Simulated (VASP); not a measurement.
A run of VASP 6.6.1:

File INCAR:

```
SYSTEM = Pd
  PREC = Accurate
  ENCUT = 520
  EDIFF = 1E-7
  ISMEAR = -1
  SIGMA = 0.05
  LREAL = .False.
  LASPH = .True.
  NELM = 150
  ALGO = Normal
  ISIF = 2
  LWAVE = .False.
  LCHARG = .False.
  ISPIN = 2
  MAGMOM = -0.359 -0.359
  LORBIT = 11
  LMAXMIX = 4
  GGA = RP
  NBANDS = 21
```

Contents of KPOINTS:

```
regular mesh
0
Gamma
  15 15 8
  0 0 0
```

Contents of POSCAR:

```
Pd
1.0
    2.7566499614      0.0000000000      0.0000000000
   -1.3783249807      2.3873288959      0.0000000000
    0.0000000000      0.0000000000      4.6275705372
Pd
2
Direct
    0.3333333333      0.6666666667      0.2500000000
    0.6666666667      0.3333333333      0.7500000000
```

Potentials or basis: VASP PAW PBE potentials, release 64 (Pd).

Command:

```console
$ cat potpaw_PBE.64/Pd/POTCAR > POTCAR
$ mpirun -np 1 vasp_std > vasp.out
```

Hardware: 1 thread of Intel Xeon 8259CL, with other jobs on the host.

**Question.** How long does it take, and how much memory?

**Answer.** Run time: 4.3 min on 1 thread of Intel Xeon 8259CL (shared host), peak memory 0.26 GiB. Counts: scf iterations 15, k points 135.
